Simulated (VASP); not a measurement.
# Ti (P6_3/mmc) in VASP: a series of runs

Ti is run at these levels: PBEsol; tasks: single point.

Program: VASP 6.6.1. These are calculated values, not measurements. Logs are shortened: lines on timing, memory, paths and dates and some standing lists are left out, and cuts for length are marked.

### Step 1. The cell of the first run

The structure is hexagonal, space group P6_3/mmc (No. 194). Conventional cell: a = 2.851 Å, b = 2.851 Å, c = 4.517 Å, α = 90.00°, β = 90.00°, γ = 120.00°. Within 3.7 Å of Ti (site symmetry -6m2) lie 12 Ti at 2.79 to 2.85 Å.

### Step 2. Single point, PBEsol (15.90 Å³/atom)

Input file INCAR:

```
SYSTEM = Ti
PREC = Accurate ; ENCUT = 520
EDIFF = 1E-6 ; ISMEAR = -1
SIGMA = 0.08 ; LREAL = .FALSE.
LASPH = .TRUE. ; NELM = 80
ALGO = Normal ; ISIF = 2
LWAVE = .FALSE. ; LCHARG = .FALSE.
GGA = PS ; NBANDS = 19
```

Input file KPOINTS:

```
regular mesh
0
G
  17 17 9
  0 0 0
```

Input file POSCAR:

```
Ti
1.0
    2.8508401546      0.0000000000      0.0000000000
   -1.4254200773      2.4688999960      0.0000000000
    0.0000000000      0.0000000000      4.5173987903
Ti
2
Direct
    0.3333333333      0.6666666667      0.2500000000
    0.6666666667      0.3333333333      0.7500000000
```

Potentials or basis: VASP PAW PBE potentials, release 64 (Ti_sv).

On the command line:

```sh
$ cat potpaw_PBE.64/Ti_sv/POTCAR > POTCAR
$ mpirun -np 1 vasp_std > vasp.out
```

OUTCAR:

```text
SYSTEM = Ti
   PREC = Accurate
   ENCUT = 520
   EDIFF = 1E-6
   ISMEAR = -1
   LREAL = .FALSE.
   LASPH = .TRUE.
   NELM = 80
   ISIF = 2
   GGA = PS

 ion  position               nearest neighbor table
   1  0.333  0.667  0.250-   2 2.79   2 2.79   2 2.79   2 2.79   2 2.79   2 2.79
   2  0.667  0.333  0.750-   1 2.79   1 2.79   1 2.79   1 2.79   1 2.79   1 2.79

  LATTYP: Found a hexagonal cell.
 ALAT       =     2.8508401546
 C/A-ratio  =     1.5845850856

  Lattice vectors:

 A1 = (   2.8508401546,   0.0000000000,   0.0000000000)
 A2 = (  -1.4254200773,   2.4688999960,   0.0000000000)
 A3 = (   0.0000000000,   0.0000000000,   4.5173987903)

Analysis of symmetry for initial positions (statically):
=====================================================================
 Subroutine PRICEL returns:
 Original cell was already a primitive cell.

 Routine SETGRP: Setting up the symmetry group for a
 hexagonal supercell.

 Subroutine GETGRP returns: Found 24 space group operations
 (whereof 12 operations were pure point group operations)
 out of a pool of 24 trial point group operations.

The static configuration has the point symmetry D_3d.
 The point group associated with its full space group is D_6h.

Analysis of symmetry for dynamics (positions and initial velocities):
=====================================================================
 Subroutine PRICEL returns:
 Original cell was already a primitive cell.

 Routine SETGRP: Setting up the symmetry group for a
 hexagonal supercell.

 Subroutine GETGRP returns: Found 24 space group operations
 (whereof 12 operations were pure point group operations)
 out of a pool of 24 trial point group operations.

The dynamic configuration has the point symmetry D_3d.
 The point group associated with its full space group is D_6h.

 Subroutine INISYM returns: Found 24 space group operations
 (whereof 12 operations are pure point group operations),
 and found     1 'primitive' translations

----------------------------------------------------------------------------------------

                                     Primitive cell

  volume of cell :      31.7954

  direct lattice vectors                    reciprocal lattice vectors
     2.850840155  0.000000000  0.000000000     0.350773788  0.202519341  0.000000000
[... 76 lines left out ...]
 SYSTEM =  Ti
   PREC   = accura    normal or accurate (medium, high low for compatibility)
   ISTART =      0    job   : 0-new  1-cont  2-samecut
   ICHARG =      2    charge: 1-file 2-atom 10-const
   ISPIN  =      1    spin polarized calculation?
   LNONCOLLINEAR =      F non collinear calculations
   LSORBIT =      F    spin-orbit coupling
   LASPH  =      T    aspherical Exc in radial PAW
   ENCUT  =  520.0 eV  38.22 Ry    6.18 a.u.   5.30  5.30  8.40*2*pi/ulx,y,z
   NELM   =     80;   NELMIN=  2; NELMDL= -5     # of ELM steps
   EDIFF  = 0.1E-05   stopping-criterion for ELM
   LREAL  =      F    real-space projection
   EDIFFG = 0.1E-04   stopping-criterion for IOM
   NSW    =      0    number of steps for IOM
   IBRION =     -1    ionic relax: 0-MD 1-quasi-New 2-CG
   NFREE  =      0    steps in history (QN), initial steepest desc. (CG)
   ISIF   =      2    stress and relaxation
   ISYM   =      2    0-nonsym 1-usesym 2-fastsym
   POTIM  = 0.5000    time-step for ionic-motion
   TEBEG  =    0.0;   TEEND  =   0.0 temperature during run
   PSTRESS=    0.0 pullay stress
   NELECT =      24.0000    total number of electrons
   NUPDOWN=      -1.0000    fix difference up-down
   EMIN   =  10.00;   EMAX   =-10.00  energy-range for DOS
   EFERMI =   0.00;   METHOD = LEGACY
   ISMEAR =    -1;   SIGMA  =   0.08  broadening in eV -4-tet -1-fermi 0-gaus
   EFERMI_NEDOS =   21; number of points for ismear=-14 and -15
   IALGO  =     38    algorithm
   IMIX   =      4    mixing-type and parameters
     AMIX     =   0.40;   BMIX     =  1.00
     AMIX_MAG =   1.60;   BMIX_MAG =  1.00
  volume/ion in A,a.u.               =      15.90       107.28
  Fermi-wavevector in a.u.,A,eV,Ry     =   1.490586  2.816799 30.230050  2.221846
  Thomas-Fermi vector in A             =   2.603349
   LORBIT       =      0    0 simple, 1 ext, 2 COOP (PROOUT), +10 PAW based schemes
   GGA     = PS    functional components
   LHFCALC =     F    Hartree Fock is set to
   AEXX    =    0.0000 exact exchange contribution
   IVDW    =     0    specifies the selected vdW correction
   LEPSILON=     F    determine dielectric tensor
   LRPA    =     F    only Hartree local field effects (RPA)
 non-spin polarized calculation
  energy-cutoff  :      520.00
  volume of cell :       31.80
 maximum number of plane-waves:       870
 NGX is ok and might be reduce to    24
   NGX = 11   NGY = 11   NGZ = 17

 number of electron      24.0000005 magnetization

 Free energy of the ion-electron system (eV)
  ---------------------------------------------------
  ext. energy  EPLUGINS =         0.00000000
  ---------------------------------------------------
  free energy    TOTEN  =       -16.67016348 eV

  energy without entropy =      -16.62635443  energy(sigma->0) =      -16.64825895

 E-fermi :   9.1615     XC(G=0): -12.0649

 val. band max:        9.1583748689   @ k =   0.3529   0.2353   0.4444
 cond. band min:       9.1621145077   @ k =   0.1176   0.0588   0.0000
 fundamental gap:      0.0037396388
 Fermi energy:         9.1614716079

 k-point     1 :       0.0000    0.0000    0.0000
  band No.  band energies     occupation
      1     -47.3102      2.00000
      2     -47.1115      2.00000
      3     -24.1110      2.00000
      4     -23.2639      2.00000
      5     -23.2639      2.00000
      6     -23.1586      2.00000
[... 505 lines left out ...]
      6     -23.3765      2.00000
[... 11 lines left out ...]
     18      12.4771      0.00000
     19      12.9720      0.00000

 [... further k-points ...]
[... 5 lines left out ...]
  --------------------------------------------------------------------------------------
  -------------------------------------------------------------------------------------
  Total        1.2562073      1.2562073      1.2657681      0.0000000     -0.0000000      0.0000000
  in kB       63.3004951     63.3004951     63.7822623      0.0000000     -0.0000000      0.0000000
  external PRESSURE =      63.4610841 kB  Pullay stress =       0.0000000 kB

 VOLUME and BASIS-vectors are now :
 -----------------------------------------------------------------------------
  energy-cutoff  :      520.00
  volume of cell :       31.80
      direct lattice vectors                 reciprocal lattice vectors
     2.850840155  0.000000000  0.000000000     0.350773788  0.202519341  0.000000000
    -1.425420077  2.468899996  0.000000000     0.000000000  0.405038682  0.000000000
     0.000000000  0.000000000  4.517398790     0.000000000  0.000000000  0.221366332

 POSITION                                       TOTAL-FORCE (eV/Angst)
 -----------------------------------------------------------------------------------
     -0.00000      1.64593      1.12935        -0.000000      0.000000      0.000000
      1.42542      0.82297      3.38805         0.000000     -0.000000      0.000000
 -----------------------------------------------------------------------------------
    total drift:                               -0.000000      0.000000     -0.000000

  FREE ENERGIE OF THE ION-ELECTRON SYSTEM (eV)
  ---------------------------------------------------
  free  energy   TOTEN  =       -16.6701634821 eV

  energy  without entropy=      -16.6263544275  energy(sigma->0) =      -16.64825895
```

OSZICAR:

```text
N       E                     dE             d eps       ncg     rms          rms(c)
DAV:   1     0.262080130109E+03    0.26208E+03   -0.12989E+04  6278   0.160E+03
DAV:   2     0.116427722734E+02   -0.25044E+03   -0.24629E+03  6464   0.442E+02
DAV:   3    -0.175415926598E+02   -0.29184E+02   -0.28810E+02 11616   0.124E+02
DAV:   4    -0.186690832737E+02   -0.11275E+01   -0.11258E+01  7281   0.255E+01
DAV:   5    -0.187176754295E+02   -0.48592E-01   -0.48588E-01  9160   0.390E+00    0.136E+01
DAV:   6    -0.166691289662E+02    0.20485E+01   -0.69170E+00  7317   0.274E+01    0.357E+00
DAV:   7    -0.166451862084E+02    0.23943E-01   -0.81327E-01  9436   0.678E+00    0.217E+00
DAV:   8    -0.166791239632E+02   -0.33938E-01   -0.24306E-01  6711   0.571E+00    0.853E-01
DAV:   9    -0.166694860847E+02    0.96379E-02   -0.51074E-02  6885   0.247E+00    0.868E-02
DAV:  10    -0.166701567104E+02   -0.67063E-03   -0.44823E-03  9053   0.380E-01    0.876E-02
DAV:  11    -0.166701777909E+02   -0.21080E-04   -0.11043E-04  7938   0.821E-02    0.470E-02
DAV:  12    -0.166701636829E+02    0.14108E-04   -0.59024E-05  6927   0.719E-02    0.246E-03
DAV:  13    -0.166701634821E+02    0.20080E-06   -0.17160E-06  4985   0.138E-02
   1 F= -.16670163E+02 E0= -.16648259E+02  d E =-.438091E-01
```

Wall time 76 s (1 thread of Intel Xeon 8259CL, shared host); peak memory 0.21 GiB.

Results:

```yaml
Free_energy: -16.6702 eV
Pressure: 6.3 GPa
Band_gap_on_the_k_mesh: zero (bands 12 and 13 overlap by 1.11 eV)
```

Caveat: the cell stands under pressure; the PAW data sets were made with another functional, which shifts forces and pressure a little.

[end of part 1 of 2]
